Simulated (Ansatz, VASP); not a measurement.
**One calculation of Cl, two programs**

```
Cl
1.0
     3.26421   -2.05747    0.00000
     3.26421    2.05747    0.00000
     0.00000    0.00000    8.40240
Cl
4
Direct
  0.88548 0.11452 0.60475
  0.11452 0.88548 0.39525
  0.61452 0.38548 0.10475
  0.38548 0.61452 0.89525
```

Alike in both runs: task electric field gradients; functional r2SCAN; k mesh 9 × 9 × 4; occupations fermi-dirac, width 0.05 eV; no spin polarisation.

```csv
,VASP,Ansatz
version,VASP 6.6.1,Ansatz 0.2.0
potentials or method,"VASP PAW PBE potentials, release 64 (Cl)","plane-wave PAW, scalar-relativistic"
plane-wave cutoff (eV),520,500
valence electrons in the cell,28,28
```

```csv
,VASP,Ansatz,Ansatz less VASP
gap on the k mesh at the Fermi level (eV),2.67,2.64,-0.030
pressure (GPa),-0.1,0.3,+0.46
"traceless stress, the component that is largest in VASP (GPa)",-0.05,0.44,+0.493
rms of the force components (eV/Å),0.012,0.128,+0.1159
size of Vzz on the site where it differs most (V/Å²),532.8,543.3,+10.53
```

VASP's potentials were made for PBE, not for r2SCAN. Atom by atom the forces differ by 0.116 eV/Å (rms over components). The functional is the same, so the differences come from potentials, cutoffs and numerics.
